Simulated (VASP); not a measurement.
A run of VASP 6.6.1 is set up as follows.

INCAR

```
ALGO = Normal
EDIFF = 1E-6
ENCUT = 520
GGA = CA
GGA_COMPAT = F
ISIF = 2
ISMEAR = 0
LASPH = T
LCHARG = F
LREAL = F
LWAVE = F
NBANDS = 56
NELM = 120
PREC = Accurate
SIGMA = 0.01
```

The input KPOINTS:

```
k-points
0
Gamma
  3 3 3
```

File POSCAR:

```
HfO2
1.0
    5.1811032543      0.0000000000      0.0000000000
    0.0000000000      4.9756005029      0.0000000000
    0.0000000000      0.0000000000      4.9961120840
Hf O
4 8
Direct
    0.9658027942      0.7299581222      0.7506310781
    0.0339091872      0.2693186479      0.2517401489
    0.4660710049      0.2693204567      0.7516732885
    0.5341927895      0.7299227496      0.2505976605
    0.6218277926      0.9163026648      0.8676887002
    0.3793213344      0.0848779961      0.3607447090
    0.1207127072      0.0849013099      0.8607463019
    0.8781517713      0.9162608608      0.3676921112
    0.7579764014      0.4540587611      0.0030763922
    0.2424902455      0.5455178723      0.5017947872
    0.2574667855      0.5454565732      0.0018034023
    0.7420770850      0.4541039818      0.5030841898
```

Potentials or basis: VASP PAW LDA potentials, release 64 (Hf_pv, O).

Run with:

```bash
$ cat potpaw_LDA.64/Hf_pv/POTCAR potpaw_LDA.64/O/POTCAR > POTCAR
$ mpirun -np 1 vasp_std > vasp.out
```

Question: Estimate the band gap on the k mesh.

Answer: 4.49 eV, indirect (least direct gap 4.59 eV).

Question: What does it give for the pressure?

Answer: -4.5 GPa.

Question: What does it give for the largest force?

Answer: 0.320 eV/Å.

Forces on the atoms (eV/Å):
```
Hf  -0.034 -0.012 -0.088
Hf   0.044  0.009 -0.157
Hf  -0.042  0.009 -0.153
Hf   0.034 -0.011 -0.088
O    0.076  0.080  0.105
O   -0.088 -0.091  0.294
O    0.085 -0.095  0.293
O   -0.074  0.084  0.104
O    0.019  0.057 -0.092
O   -0.053 -0.044 -0.063
O    0.058 -0.041 -0.063
O   -0.024  0.054 -0.092
```

Caveat: the k points lie up to 0.42 Å⁻¹ apart; spin-orbit coupling is left out, which moves the levels of the heavy elements. A k mesh can miss the band edges.
